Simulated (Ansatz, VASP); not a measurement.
## Two plane-wave programs on GaAs

```
Ga As
1.0
     0.00000    2.82685    2.82685
     2.82685    0.00000    2.82685
     2.82685    2.82685    0.00000
Ga As
1 1
Cartesian
  0.0000 0.0000 0.0000
  1.4134 1.4134 1.4134
```

Alike in both runs: task single point; functional PBEsol; k mesh 4 × 4 × 4; no spin polarisation.

```csv
,VASP,Ansatz
version,VASP 6.6.1,Ansatz 0.2.0
potentials or method,"VASP PAW PBE potentials, release 64 (Ga_d, As), cutoff 520 eV","plane waves, PAW"
occupations,"gaussian, width 0.01 eV",fixed
valence electrons in the cell,18,28
```

```tsv
	VASP	Ansatz	Ansatz less VASP
gap on the k mesh at the Fermi level (eV)	0.44	0.43	-0.014
```

VASP's potentials were made for PBE, not for PBEsol. VASP's potentials hold 18 valence electrons a cell and Ansatz's 28, so a difference there can come from the potentials and not from the codes.

The k mesh is coarse, so the values compare programs but aren't converged.
